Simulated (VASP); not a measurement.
Here is a VASP 6.6.1 calculation.

Contents of INCAR:

```
PREC     = Accurate       # precision mode
ENCUT    = 500            # plane-wave cutoff, eV
EDIFF    = 1E-6           # SCF threshold, eV
ISMEAR   = 0              # smearing method
SIGMA    = 0.1            # smearing width, eV
LREAL    = False          # projectors in reciprocal space
LASPH    = True           # aspherical terms in the spheres
NELM     = 120            # most SCF steps
ALGO     = Normal         # electronic algorithm
ISIF     = 2              # what is computed and relaxed
LWAVE    = False          # write WAVECAR
LCHARG   = False          # write CHGCAR
GGA      = CA             # functional
NBANDS   = 16             # bands
ISYM     = -1           
GGA_COMPAT= False
```

KPOINTS

```
explicit points
54
Reciprocal
  0.08333333   0.08333333   0.00000000 2
  0.08333333   0.08333333   0.33333333 2
  0.08333333   0.08333333   0.66666667 2
  0.08333333   0.25000000   0.00000000 2
  0.08333333   0.25000000   0.33333333 2
  0.08333333   0.25000000   0.66666667 2
  0.08333333   0.41666667   0.00000000 2
  0.08333333   0.41666667   0.33333333 2
  0.08333333   0.41666667   0.66666667 2
  0.08333333   0.58333333   0.00000000 2
  0.08333333   0.58333333   0.33333333 2
  0.08333333   0.58333333   0.66666667 2
  0.08333333   0.75000000   0.00000000 2
  0.08333333   0.75000000   0.33333333 2
  0.08333333   0.75000000   0.66666667 2
  0.08333333   0.91666667   0.00000000 2
  0.08333333   0.91666667   0.33333333 2
  0.08333333   0.91666667   0.66666667 2
  0.25000000   0.08333333   0.00000000 2
  0.25000000   0.08333333   0.33333333 2
  0.25000000   0.08333333   0.66666667 2
  0.25000000   0.25000000   0.00000000 2
  0.25000000   0.25000000   0.33333333 2
  0.25000000   0.25000000   0.66666667 2
  0.25000000   0.41666667   0.00000000 2
  0.25000000   0.41666667   0.33333333 2
  0.25000000   0.41666667   0.66666667 2
  0.25000000   0.58333333   0.00000000 2
  0.25000000   0.58333333   0.33333333 2
  0.25000000   0.58333333   0.66666667 2
  0.25000000   0.75000000   0.00000000 2
  0.25000000   0.75000000   0.33333333 2
  0.25000000   0.75000000   0.66666667 2
  0.25000000   0.91666667   0.00000000 2
  0.25000000   0.91666667   0.33333333 2
  0.25000000   0.91666667   0.66666667 2
  0.41666667   0.08333333   0.00000000 2
  0.41666667   0.08333333   0.33333333 2
  0.41666667   0.08333333   0.66666667 2
  0.41666667   0.25000000   0.00000000 2
  0.41666667   0.25000000   0.33333333 2
  0.41666667   0.25000000   0.66666667 2
  0.41666667   0.41666667   0.00000000 2
  0.41666667   0.41666667   0.33333333 2
  0.41666667   0.41666667   0.66666667 2
  0.41666667   0.58333333   0.00000000 2
  0.41666667   0.58333333   0.33333333 2
  0.41666667   0.58333333   0.66666667 2
  0.41666667   0.75000000   0.00000000 2
  0.41666667   0.75000000   0.33333333 2
  0.41666667   0.75000000   0.66666667 2
  0.41666667   0.91666667   0.00000000 2
  0.41666667   0.91666667   0.33333333 2
  0.41666667   0.91666667   0.66666667 2
```

File POSCAR:

```
Ir
1.0
    2.7513800000      0.0000000000      0.0000000000
   -1.3756900000      2.3827600000      0.0000000000
    0.0000000000      0.0000000000      4.4622900000
Ir
2
Direct
    0.6666666667      0.3333333333      0.7500000000
    0.3333333333      0.6666666667      0.2500000000
```

Potentials or basis: VASP PAW LDA potentials, release 64 (Ir).

Launch:

```bash
$ cat potpaw_LDA.64/Ir/POTCAR > POTCAR
$ mpirun -np 1 vasp_std > vasp.out
```

(1) Estimate the pressure.

(2) Predict the largest force.

(3) Predict the band gap on the k mesh.

Results:

(1) -17.0 GPa.

(2) 0.076 eV/Å.

(3) zero (bands 9 and 10 overlap by 2.78 eV).

Caveat: the cell stands under tension; spin-orbit coupling is left out, which moves the levels of the heavy elements.
